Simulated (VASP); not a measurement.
Here is a VASP 6.6.1 calculation.

INCAR

```
  PREC = Accurate
  ENCUT = 520
  EDIFF = 1E-6
  ISMEAR = 0
  SIGMA = 0.1
  LREAL = False
  LASPH = True
  NELM = 100
  ALGO = Normal
  ISIF = 2
  LWAVE = False
  LCHARG = False
  GGA = PE
  NBANDS = 16
```

The input KPOINTS:

```
Automatic mesh
0
Gamma
  18 18 6
```

POSCAR

```
C
1.0
    2.4665344233      0.0000000000      0.0000000000
   -1.2332672117      2.1360814699      0.0000000000
    0.0000000000      0.0000000000      8.5128477067
C
4
Direct
    0.0000000000      0.0000000000      0.0025001007
    0.0000000000      0.0000000000      0.5025001007
    0.3333333333      0.6666666667      0.0024998993
    0.6666666667      0.3333333333      0.5024998993
```

Potentials or basis: VASP PAW PBE potentials, release 64 (C).

Run with:

```bash
$ cat potpaw_PBE.64/C/POTCAR > POTCAR
$ mpirun -np 1 vasp_std > vasp.out
```

Q: Estimate the band gap on the k mesh.

A: Zero (filled and empty bands touch).

Q: Estimate the pressure.

A: 0.4 GPa.

Stress tensor (GPa, compression positive):
```
 0.55  0.00  0.00
 0.00  0.55  0.00
 0.00  0.00 -0.02
```

Caveat: this functional lacks dispersion, which binds the layers, so the pressure and a relaxed spacing across them are unreliable.
